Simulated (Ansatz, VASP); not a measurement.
# GaP in VASP and in Ansatz

POSCAR

```
GaP
1.0
    0.0000000000      2.7253992957      2.7253992957
    2.7253992957      0.0000000000      2.7253992957
    2.7253992957      2.7253992957      0.0000000000
Ga P
1 1
Direct
    0.0000000000      0.0000000000      0.0000000000
    0.2500000000      0.2500000000      0.2500000000
```

The input INCAR.step1:

```
ALGO = Normal ; EDIFF = 1E-5
ENCUT = 520 ; GGA = PE
ISIF = 2 ; ISMEAR = 0
LASPH = True ; LCHARG = False
LREAL = False ; LWAVE = True
NBANDS = 16 ; NELM = 80
PREC = Accurate ; SIGMA = 0.01
```

INCAR.step2

```
ALGO = Normal ; EDIFF = 1E-6
ENCUT = 520 ; GGA = PE
HFSCREEN = 0.2079 ; ISIF = 2
ISMEAR = 0 ; ISTART = 1
LASPH = True ; LCHARG = False
LHFCALC = True ; LREAL = False
LWAVE = False ; NBANDS = 16
NELM = 80 ; PREC = Accurate
PRECFOCK = Normal ; SIGMA = 0.01
```

Contents of KPOINTS:

```
k-points
0
Gamma
  4 4 4
```

Input for Ansatz:

```yaml
crystal:
  lattice:
    - [0.0, 2.7253992957, 2.7253992957]
    - [2.7253992957, 0.0, 2.7253992957]
    - [2.7253992957, 2.7253992957, 0.0]
  atoms:
    - { symbol: Ga, position: [0.0, 0.0, 0.0] }
    - { symbol: P, position: [0.25, 0.25, 0.25] }
kpoints:
  mp_grid: { grid: [4, 4, 4] }
hamiltonian:
  xc: hse06
scf:
  occupations: { method: fixed }
  n_extra_bands: 4
output:
  forces: true
  stress: true
  eigenvalues: true
```

Alike in both runs: task single point; functional HSE06; k mesh 4 × 4 × 4; no spin polarisation.

|  | VASP | Ansatz |
| --- | --- | --- |
| version | VASP 6.6.1 | Ansatz 0.2.0 |
| potentials or method | VASP PAW PBE potentials, release 64 (Ga_d, P) | plane waves, PAW |
| plane-wave cutoff (eV) | 520 | 420 |
| occupations | gaussian, width 0.01 eV | fixed |
| valence electrons in the cell | 18 | 18 |

```csv
,VASP,Ansatz,Ansatz less VASP
gap on the k mesh at the Fermi level (eV),2.31,2.30,-0.004
pressure (GPa),1.0,1.1,+0.17
```

Ansatz's warnings: stress exchange threshold loose, stress scf threshold loose.

The k mesh is coarse, so the values compare programs but aren't converged.
